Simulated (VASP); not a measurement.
# PbS (Cmcm) in VASP: single point with PBEsol

Aim: the single point of PbS with PBEsol.

All numbers are computed with VASP 6.6.1; they aren't measurements. Logs are shortened: lines on timing, memory, paths and dates and some standing lists are left out, and cuts for length are marked.

## (1) The cell of the first run

It takes space group Cmcm (No. 63, orthorhombic). Conventional cell: a = 4.160 Å, b = 11.983 Å, c = 4.279 Å, α = 90.00°, β = 90.00°, γ = 90.00°. Pb (site symmetry m2m) has 5 S at 2.69 to 2.99 Å within 3.5 Å. S (site symmetry m2m) has 5 Pb at 2.69 to 2.99 Å within 3.5 Å.

## (2) Single point, PBEsol

Contents of INCAR:

```
SYSTEM = PbS
PREC     = Accurate       ! precision mode
ENCUT    = 520            ! plane-wave cutoff, eV
EDIFF    = 1E-7           ! SCF threshold, eV
ISMEAR   = 0              ! smearing method
SIGMA    = 0.05           ! smearing width, eV
LREAL    = .FALSE.        ! projectors in reciprocal space
LASPH    = .TRUE.         ! aspherical terms in the spheres
NELM     = 60             ! most SCF steps
ALGO     = Normal         ! electronic algorithm
ISIF     = 2              ! what is computed and relaxed
LWAVE    = .FALSE.        ! write WAVECAR
LCHARG   = .FALSE.        ! write CHGCAR
GGA      = PS             ! functional
NBANDS   = 28             ! bands
```

Contents of KPOINTS:

```
Automatic mesh
0
G
  8 8 6
  0 0 0
```

Contents of POSCAR:

```
PbS
1.0
    2.0799526950     -5.9912968650      0.0000000000
    2.0799526950      5.9912968650      0.0000000000
    0.0000000000      0.0000000000      4.2793209400
Pb S
2 2
Direct
    0.8694366500      0.1305633500      0.7500000000
    0.1305633500      0.8694366500      0.2500000000
    0.6452029100      0.3547970900      0.7500000000
    0.3547970900      0.6452029100      0.2500000000
```

Potentials or basis: VASP PAW PBE potentials, release 64 (Pb_d, S).

The run is started by

```sh
$ cat potpaw_PBE.64/Pb_d/POTCAR potpaw_PBE.64/S/POTCAR > POTCAR
$ mpirun -np 1 vasp_std > vasp.out
```

OUTCAR:

```text
SYSTEM = PbS
   PREC = Accurate
   ENCUT = 520
   EDIFF = 1E-7
   ISMEAR = 0
   LREAL = .FALSE.
   LASPH = .TRUE.
   NELM = 60
   ISIF = 2
   GGA = PS

 ion  position               nearest neighbor table
   1  0.869  0.131  0.750-   3 2.69   4 2.99   4 2.99   4 2.99   4 2.99   2 3.79   2 3.79   2 4.13
                             2 4.13   2 4.13   2 4.13
   2  0.131  0.869  0.250-   4 2.69   3 2.99   3 2.99   3 2.99   3 2.99   1 3.79   1 3.79   1 4.13
                             1 4.13   1 4.13   1 4.13
   3  0.645  0.355  0.750-   1 2.69   2 2.99   2 2.99   2 2.99   2 2.99
   4  0.355  0.645  0.250-   2 2.69   1 2.99   1 2.99   1 2.99   1 2.99

  LATTYP: Found a base centered orthorhombic cell.
 ALAT       =     4.1599053900
 B/A-ratio  =     2.8804966956
 C/A-ratio  =     1.0287063139

  Lattice vectors:

 A1 = (   2.0799526950,  -5.9912968650,   0.0000000000)
 A2 = (   2.0799526950,   5.9912968650,   0.0000000000)
 A3 = (   0.0000000000,   0.0000000000,   4.2793209400)

Analysis of symmetry for initial positions (statically):
=====================================================================
 Subroutine PRICEL returns:
 Original cell was already a primitive cell.

 Routine SETGRP: Setting up the symmetry group for a
 base centered orthorhombic supercell.

 Subroutine GETGRP returns: Found  8 space group operations
 (whereof  4 operations were pure point group operations)
 out of a pool of  8 trial point group operations.

The static configuration has the point symmetry C_2h.
 The point group associated with its full space group is D_2h.

Analysis of symmetry for dynamics (positions and initial velocities):
=====================================================================
 Subroutine PRICEL returns:
 Original cell was already a primitive cell.

 Routine SETGRP: Setting up the symmetry group for a
 base centered orthorhombic supercell.

 Subroutine GETGRP returns: Found  8 space group operations
 (whereof  4 operations were pure point group operations)
 out of a pool of  8 trial point group operations.

The dynamic configuration has the point symmetry C_2h.
 The point group associated with its full space group is D_2h.

 Subroutine INISYM returns: Found  8 space group operations
 (whereof  4 operations are pure point group operations),
 and found     1 'primitive' translations

----------------------------------------------------------------------------------------

                                     Primitive cell

  volume of cell :     106.6545

  direct lattice vectors                    reciprocal lattice vectors
     2.079952695 -5.991296865  0.000000000     0.240390083 -0.083454386  0.000000000
     2.079952695  5.991296865  0.000000000     0.240390083  0.083454386  0.000000000
     0.000000000  0.000000000  4.279320940     0.000000000  0.000000000  0.233681936

  length of vectors
     6.342069168  6.342069168  4.279320940     0.254464195  0.254464195  0.233681936

  position of ions in fractional coordinates (direct lattice)
     0.869436650  0.130563350  0.750000000
     0.130563350  0.869436650  0.250000000
     0.645202910  0.354797090  0.750000000
     0.354797090  0.645202910  0.250000000

  ion indices of the primitive-cell ions
   primitive index   ion index
                 1           1
                 2           2
                 3           3
                 4           4

----------------------------------------------------------------------------------------

 KPOINTS: Automatic mesh

Automatic generation of k-mesh.
 Grid dimensions read from file:
 generate k-points for:    8    8    6

 Generating k-lattice:

  Cartesian coordinates                     Fractional coordinates (reciprocal lattice)
     0.030048760 -0.010431798  0.000000000     0.125000000  0.000000000  0.000000000
     0.030048760  0.010431798  0.000000000     0.000000000  0.125000000  0.000000000
     0.000000000  0.000000000  0.038946989     0.000000000  0.000000000  0.166666667

  Length of vectors
     0.031808024  0.031808024  0.038946989

  Shift w.r.t. Gamma in fractional coordinates (k-lattice)
     0.000000000  0.000000000  0.000000000

 Subroutine IBZKPT returns following result:
 ===========================================

 Found     84 irreducible k-points:

 Following reciprocal coordinates:
            Coordinates               Weight
  0.000000  0.000000  0.000000      1.000000
  0.125000 -0.000000  0.000000      4.000000
  0.250000 -0.000000  0.000000      4.000000
  0.375000 -0.000000  0.000000      4.000000
  0.500000 -0.000000  0.000000      2.000000
  0.125000  0.125000  0.000000      2.000000
[... 16 lines left out ...]
  0.125000 -0.000000  0.166667      8.000000
  0.250000 -0.000000  0.166667      8.000000
 [... further k-points ...]
   k-points           NKPTS =     84   k-points in BZ     NKDIM =     84   number of bands    NBANDS=     28
   number of dos      NEDOS =    301   number of ions     NIONS =      4
   total plane-waves  NPLWV =  73728
   dimension x,y,z NGX =    48 NGY =   48 NGZ =   32
   dimension x,y,z NGXF=    96 NGYF=   96 NGZF=   64
   ions per type =               2   2
   NGX,Y,Z   is equivalent  to a cutoff of  12.58, 12.58, 12.43 a.u.
   NGXF,Y,Z  is equivalent  to a cutoff of  25.16, 25.16, 24.86 a.u.
 SYSTEM =  PbS
   PREC   = accura    normal or accurate (medium, high low for compatibility)
   ISTART =      0    job   : 0-new  1-cont  2-samecut
   ICHARG =      2    charge: 1-file 2-atom 10-const
   ISPIN  =      1    spin polarized calculation?
   LNONCOLLINEAR =      F non collinear calculations
   LSORBIT =      F    spin-orbit coupling
   LASPH  =      T    aspherical Exc in radial PAW
   ENCUT  =  520.0 eV  38.22 Ry    6.18 a.u.  11.79 11.79  7.96*2*pi/ulx,y,z
   NELM   =     60;   NELMIN=  2; NELMDL= -5     # of ELM steps
   EDIFF  = 0.1E-06   stopping-criterion for ELM
   LREAL  =      F    real-space projection
   EDIFFG = 0.1E-05   stopping-criterion for IOM
   NSW    =      0    number of steps for IOM
   IBRION =     -1    ionic relax: 0-MD 1-quasi-New 2-CG
   NFREE  =      0    steps in history (QN), initial steepest desc. (CG)
   ISIF   =      2    stress and relaxation
   ISYM   =      2    0-nonsym 1-usesym 2-fastsym
   POTIM  = 0.5000    time-step for ionic-motion
   TEBEG  =    0.0;   TEEND  =   0.0 temperature during run
   PSTRESS=    0.0 pullay stress
   NELECT =      40.0000    total number of electrons
   NUPDOWN=      -1.0000    fix difference up-down
   EMIN   =  10.00;   EMAX   =-10.00  energy-range for DOS
   EFERMI =   0.00;   METHOD = LEGACY
   ISMEAR =     0;   SIGMA  =   0.05  broadening in eV -4-tet -1-fermi 0-gaus
   EFERMI_NEDOS =   21; number of points for ismear=-14 and -15
   IALGO  =     38    algorithm
   IMIX   =      4    mixing-type and parameters
     AMIX     =   0.40;   BMIX     =  1.00
     AMIX_MAG =   1.60;   BMIX_MAG =  1.00
  volume/ion in A,a.u.               =      26.66       179.94
  Fermi-wavevector in a.u.,A,eV,Ry     =   1.180597  2.231005 18.963935  1.393810
  Thomas-Fermi vector in A             =   2.316887
   LORBIT       =      0    0 simple, 1 ext, 2 COOP (PROOUT), +10 PAW based schemes
   GGA     = PS    functional components
   LHFCALC =     F    Hartree Fock is set to
   AEXX    =    0.0000 exact exchange contribution
   IVDW    =     0    specifies the selected vdW correction
   LEPSILON=     F    determine dielectric tensor
   LRPA    =     F    only Hartree local field effects (RPA)
 non-spin polarized calculation
 Gauss-broadening in eV      SIGMA  =   0.05
  energy-cutoff  :      520.00
  volume of cell :      106.65
 maximum number of plane-waves:      2904
   NGX = 23   NGY = 23   NGZ = 15

 number of electron      40.0000007 magnetization

 Free energy of the ion-electron system (eV)
  ---------------------------------------------------
  ext. energy  EPLUGINS =         0.00000000
  ---------------------------------------------------
  free energy    TOTEN  =       -18.74671455 eV

  energy without entropy =      -18.74671455  energy(sigma->0) =      -18.74671455

 E-fermi :   4.9612     XC(G=0):  -9.7805

 val. band max:        4.7588889100   @ k =   0.5000   0.5000   0.3333
 cond. band min:       5.8908102264   @ k =   0.5000   0.5000   0.0000
 fundamental gap:      1.1319213164
 Fermi energy:         4.9612353455

 k-point     1 :       0.0000    0.0000    0.0000
  band No.  band energies     occupation
      1     -11.5240      2.00000
      2     -11.4221      2.00000
      3     -11.4128      2.00000
      4     -11.4105      2.00000
      5     -11.3757      2.00000
      6     -11.3719      2.00000
[... 20 lines left out ...]
     27      10.8505      0.00000
     28      11.6791      0.00000

 k-point     2 :       0.1250   -0.0000    0.0000
  band No.  band energies     occupation
      1     -11.5144      2.00000
      2     -11.4178      2.00000
      3     -11.4093      2.00000
      4     -11.4042      2.00000
      5     -11.3774      2.00000
      6     -11.3769      2.00000
[... 20 lines left out ...]
     27      10.9790      0.00000
     28      11.9671      0.00000

 k-point     3 :       0.2500   -0.0000    0.0000
  band No.  band energies     occupation
      1     -11.4900      2.00000
      2     -11.4099      2.00000
      3     -11.4080      2.00000
      4     -11.3893      2.00000
      5     -11.3864      2.00000
      6     -11.3804      2.00000
[... 20 lines left out ...]
     27      11.6901      0.00000
     28      12.6005      0.00000

 k-point     4 :       0.3750   -0.0000    0.0000
  band No.  band energies     occupation
      1     -11.4603      2.00000
      2     -11.4136      2.00000
      3     -11.4098      2.00000
      4     -11.4020      2.00000
      5     -11.3818      2.00000
      6     -11.3783      2.00000
[... 20 lines left out ...]
     27      12.6213      0.00000
     28      13.1520      0.00000

 k-point     5 :       0.5000   -0.0000    0.0000
  band No.  band energies     occupation
      1     -11.4377      2.00000
      2     -11.4280      2.00000
      3     -11.4109      2.00000
      4     -11.4080      2.00000
      5     -11.3833      2.00000
      6     -11.3762      2.00000
[... 20 lines left out ...]
     27      12.6260      0.00000
     28      13.8741      0.00000

 k-point     6 :       0.1250    0.1250    0.0000
  band No.  band energies     occupation
      1     -11.4914      2.00000
      2     -11.4111      2.00000
      3     -11.4070      2.00000
      4     -11.3902      2.00000
      5     -11.3861      2.00000
      6     -11.3786      2.00000
[... 463 lines left out ...]
      5     -11.3814      2.00000
      6     -11.3770      2.00000
[... 20 lines left out ...]
     27      11.3998      0.00000
     28      12.1371      0.00000

 k-point    22 :       0.0000    0.0000    0.1667
  band No.  band energies     occupation
      1     -11.5068      2.00000
      2     -11.4226      2.00000
      3     -11.4150      2.00000
      4     -11.3972      2.00000
      5     -11.3823      2.00000
      6     -11.3790      2.00000
[... 20 lines left out ...]
     27      10.7508      0.00000
     28      12.4156      0.00000

 k-point    23 :       0.1250   -0.0000    0.1667
  band No.  band energies     occupation
      1     -11.5007      2.00000
      2     -11.4185      2.00000
      3     -11.4118      2.00000
      4     -11.3940      2.00000
      5     -11.3893      2.00000
      6     -11.3786      2.00000
[... 20 lines left out ...]
     27      11.6362      0.00000
     28      12.6740      0.00000

 k-point    24 :       0.2500   -0.0000    0.1667
  band No.  band energies     occupation
      1     -11.4863      2.00000
      2     -11.4207      2.00000
      3     -11.4096      2.00000
      4     -11.3936      2.00000
      5     -11.3905      2.00000
      6     -11.3714      2.00000
[... 20 lines left out ...]
     27      12.1509      0.00000
     28      12.6270      0.00000

 [... further k-points ...]
[... 5 lines left out ...]
  --------------------------------------------------------------------------------------
  -------------------------------------------------------------------------------------
  Total       -1.3365099     -1.0239932     -1.4459765      0.0000000     -0.0000000      0.0000000
  in kB      -20.0772213    -15.3825555    -21.7216433      0.0000000     -0.0000000      0.0000000
  external PRESSURE =     -19.0604734 kB  Pullay stress =       0.0000000 kB

 VOLUME and BASIS-vectors are now :
 -----------------------------------------------------------------------------
  energy-cutoff  :      520.00
  volume of cell :      106.65
      direct lattice vectors                 reciprocal lattice vectors
     2.079952695 -5.991296865  0.000000000     0.240390083 -0.083454386  0.000000000
     2.079952695  5.991296865  0.000000000     0.240390083  0.083454386  0.000000000
     0.000000000  0.000000000  4.279320940     0.000000000  0.000000000  0.233681936

 POSITION                                       TOTAL-FORCE (eV/Angst)
 -----------------------------------------------------------------------------------
      2.07995     -4.42681      3.20949         0.000000      0.036853      0.000000
      2.07995      4.42681      1.06983         0.000000     -0.036853     -0.000000
      2.07995     -1.73991      3.20949         0.000000      0.019026     -0.000000
      2.07995      1.73991      1.06983         0.000000     -0.019026     -0.000000
 -----------------------------------------------------------------------------------
    total drift:                               -0.000000     -0.000000      0.000000

  FREE ENERGIE OF THE ION-ELECTRON SYSTEM (eV)
  ---------------------------------------------------
  free  energy   TOTEN  =       -18.7467145543 eV

  energy  without entropy=      -18.7467145543  energy(sigma->0) =      -18.74671455
```

Wall time 2 min (1 thread of Intel Xeon 6975P-C (Granite Rapids), shared host); peak memory 0.39 GiB.

What came out:

| Property | Result |
| --- | --- |
| Free energy | -18.7467 eV |
| Pressure | -1.9 GPa |
| Largest force | 0.037 eV/Å |
| Band gap on the k mesh | 1.13 eV (least direct gap 1.33 eV) |

Forces on the atoms (eV/Å):
```
Pb   0.000  0.037  0.000
Pb   0.000 -0.037  0.000
S    0.000  0.019  0.000
S    0.000 -0.019  0.000
```

Levels at points of the mesh, in eV from the valence-band top:
```
           k point  band 18  band 19  band 20  band 21  band 22  band 23
(0.00, 0.00, 0.00)    -1.62    -1.43    -0.44     4.64     4.65     4.87
(0.50, 0.00, 0.00)    -1.13    -0.34    -0.34     1.74     1.84     2.21
(0.50, 0.50, 0.00)    -1.83    -1.26    -0.43     1.13     4.45     4.74
(0.00, 0.00, 0.50)    -1.07    -0.08    -0.08     1.78     1.78     2.77
(0.50, 0.00, 0.50)    -3.10    -1.40    -1.40     3.39     3.39     5.25
(0.50, 0.50, 0.50)    -1.17    -0.46    -0.46     1.67     1.67     3.19
```

Caveat: the PAW data sets were made with another functional, which shifts forces and pressure a little; spin-orbit coupling is left out, which moves the levels of the heavy elements.
